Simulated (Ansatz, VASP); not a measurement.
**One calculation of MgO, two programs**

INCAR

```
SYSTEM = MgO
PREC     = Accurate       ! precision mode
ENCUT    = 520            ! plane-wave cutoff, eV
EDIFF    = 1E-7           ! SCF threshold, eV
ISMEAR   = 0              ! smearing method
SIGMA    = 0.05           ! smearing width, eV
LREAL    = .False.        ! projectors in reciprocal space
LASPH    = .True.         ! aspherical terms in the spheres
NELM     = 80             ! most SCF steps
ALGO     = Normal         ! electronic algorithm
ISIF     = 2              ! what is computed and relaxed
LWAVE    = .False.        ! write WAVECAR
LCHARG   = .False.        ! write CHGCAR
GGA      = PS             ! functional
NBANDS   = 16             ! bands
```

The input KPOINTS:

```
Automatic mesh
0
Gamma
  9 9 6
  0 0 0
```

Contents of POSCAR:

```
MgO
1.0
    3.4475011961      0.0000000000      0.0000000000
   -1.7237505981      2.9856236154      0.0000000000
    0.0000000000      0.0000000000      4.1379815604
Mg O
2 2
Direct
    0.6666666667      0.3333333333      0.7500000000
    0.3333333333      0.6666666667      0.2500000000
    0.6666666667      0.3333333333      0.2500000000
    0.3333333333      0.6666666667      0.7500000000
```

Input for Ansatz:

```yaml
crystal:
  lattice:
    - [3.4475011961, 0.0, 0.0]
    - [-1.7237505981, 2.9856236154, 0.0]
    - [0.0, 0.0, 4.1379815604]
  atoms:
    - { symbol: Mg, position: [0.6666666667, 0.3333333333, 0.75] }
    - { symbol: Mg, position: [0.3333333333, 0.6666666667, 0.25] }
    - { symbol: O, position: [0.6666666667, 0.3333333333, 0.25] }
    - { symbol: O, position: [0.3333333333, 0.6666666667, 0.75] }
basis:
  ecutwfc: 520.0
kpoints:
  mp_grid: { grid: [9, 9, 6] }
hamiltonian:
  xc: pbesol
  pseudopotentials: { kind: paw, azcp: { folder: soft_1 } }
scf:
  occupations: { method: gaussian, width: 0.05 }
output:
  forces: true
  stress: true
  eigenvalues: true
```

Alike in both runs: task single point; functional PBEsol; k mesh 9 × 9 × 6; occupations gaussian, width 0.05 eV; no spin polarisation.

|  | VASP | Ansatz |
| --- | --- | --- |
| version | VASP 6.6.1 | Ansatz 0.2.0 |
| potentials or method | VASP PAW PBE potentials, release 64 (Mg, O), cutoff 520 eV | scalar-relativistic, plane waves, PAW |
| valence electrons in the cell | 16 | 32 |

Ansatz gave:

```
gap on the k mesh at the Fermi level (eV)                     : 3.48
least direct gap on the mesh (eV)                             : 3.48
pressure (GPa)                                                : 5.8
traceless stress, the component that is largest in VASP (GPa) : 0.31
```

What did VASP give for the same quantities?

gap on the k mesh at the Fermi level (eV): 3.47; least direct gap on the mesh (eV): 3.47; pressure (GPa): 5.4; traceless stress, the component that is largest in VASP (GPa): 0.21.

VASP's potentials were made for PBE, not for PBEsol, and Ansatz warns of the same on its side. VASP's potentials hold 16 valence electrons a cell and Ansatz's 32, so a difference there can come from the potentials and not from the codes.
